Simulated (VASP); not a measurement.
Write the native input for VASP 6.6.1 that does the following.

```
Task                   : single point
Functional             : PBE
Potentials or basis    : VASP PAW PBE potentials, release 64 (In_d, O)
Cutoff                 : 520 eV
k mesh                 : 6 × 6 × 1
Occupations            : methfessel-paxton, width 0.01 eV
Spin                   : no spin polarisation
Dipole correction      : no
Further INCAR settings : ALGO = Normal; EDIFF = 1e-07; NBANDS = 27
```

The structure of InO lies in POSCAR:

```
InO
1.0
    3.4536140000      0.0000000000      0.0000000000
   -1.7268070000      2.9909174589      0.0000000000
    0.0000000000      0.0000000000     15.8771000000
In O
2 2
Direct
    0.6666666667      0.3333333333      0.5900210000
    0.6666666667      0.3333333333      0.4099790000
    0.0000000000      0.0000000000      0.6398670000
    0.0000000000      0.0000000000      0.3601330000
```

The input as run:

INCAR

```
PREC = Accurate ; ENCUT = 520
EDIFF = 1E-7 ; ISMEAR = 1
SIGMA = 0.01 ; LREAL = False
LASPH = True ; NELM = 80
ALGO = Normal ; ISIF = 2
LWAVE = False ; LCHARG = False
GGA = PE ; NBANDS = 27
```

KPOINTS

```
regular mesh
0
Gamma
  6 6 1
```

Potentials or basis: VASP PAW PBE potentials, release 64 (In_d, O).

The run is started by

```sh
$ cat potpaw_PBE.64/In_d/POTCAR potpaw_PBE.64/O/POTCAR > POTCAR
$ mpirun -np 1 vasp_std > vasp.out
```

It gave:

| Item | Value |
| --- | --- |
| Largest force | 0.011 eV/Å |
| Band gap on the k mesh | 0.36 eV, indirect (least direct gap 1.09 eV) |

Caveat: spin-orbit coupling is left out, which moves the levels of the heavy elements.

Wall time 110 s on 1 thread of Intel Xeon 6975P-C (shared host), peak memory 0.29 GiB.
